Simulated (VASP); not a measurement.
# BiN: relaxation of cell and atoms with PBE

Crystal: BiN.

```
CELL_PARAMETERS angstrom
0.00000 2.76383 2.76383
2.76383 0.00000 2.76383
2.76383 2.76383 0.00000
ATOMIC_POSITIONS crystal
N 0.00000 0.00000 0.00000
Bi 0.50000 0.50000 0.50000
```

```json
{
 "Program": "VASP 6.6.1",
 "Task": "relaxation of cell and atoms",
 "Functional": "PBE",
 "Potentials or basis": "VASP PAW PBE potentials, release 64 (N, Bi_d)",
 "Cutoff": "600 eV",
 "k mesh": "8 × 8 × 8",
 "Occupations": "methfessel-paxton, width 0.0248 eV",
 "Spin": "no spin polarisation",
 "Dipole correction": "no",
 "Further INCAR settings": "ALGO = Normal; EDIFF = 1e-07; IBRION = 2; EDIFFG = -0.03; NSW = 60; ISIF = 3"
}
```

```json
{
 "Relaxed volume": "17.08 Å³/atom",
 "Relaxed cell": "a = 3.642 Å, b = 3.642 Å, c = 3.642 Å, α = 60.00°, β = 60.00°, γ = 60.00°",
 "Space group after relaxing (to 0.1 Å)": "Fm-3m (No. 225)",
 "Energy gained by relaxing": "252.5 meV/atom",
 "Ionic steps": "3",
 "Pressure after relaxing": "-0.2 GPa",
 "Band gap on the k mesh": "0.52 eV"
}
```

The path:
| step | energy change (eV) | largest force (eV/Å) | pressure (GPa) | volume (Å³) |
| --- | --- | --- | --- | --- |
| 1 | 0.0000 | 0.0000 | -16.24 | 42.22 |
| 2 | -0.3189 | 0.0000 | 18.12 | 30.45 |
| 3 | -0.5050 | 0.0000 | -0.24 | 34.16 |

Final structure:
```
N Bi
1.0
     0.00000    2.57530    2.57530
     2.57530    0.00000    2.57530
     2.57530    2.57530    0.00000
N Bi
1 1
Direct
  0.00000 0.00000 0.00000
  0.50000 0.50000 0.50000
```

Levels at points of the mesh, in eV from the valence-band top:
| k point | band 7 | band 8 | band 9 | band 10 | band 11 | band 12 | band 13 | band 14 |
| --- | --- | --- | --- | --- | --- | --- | --- | --- |
| (0.00, 0.00, 0.00) | -7.11 | -1.89 | -1.89 | -1.89 | 6.41 | 6.41 | 6.41 | 9.27 |
| (0.50, 0.00, 0.00) | -11.20 | -1.31 | -1.31 | -0.64 | 0.87 | 2.75 | 2.75 | 9.26 |
| (0.50, 0.50, 0.00) | -8.69 | -6.41 | -3.69 | -3.69 | 4.92 | 5.08 | 6.04 | 6.04 |

Run time: 72 s on 1 thread of Intel Xeon 8259CL, with other jobs on the host, peak memory 0.19 GiB.

Caveat: the volume moved by over 15 % at a fixed basis, so the end points are rough; spin-orbit coupling is left out, which moves the levels of the heavy elements. A k mesh can miss the band edges.
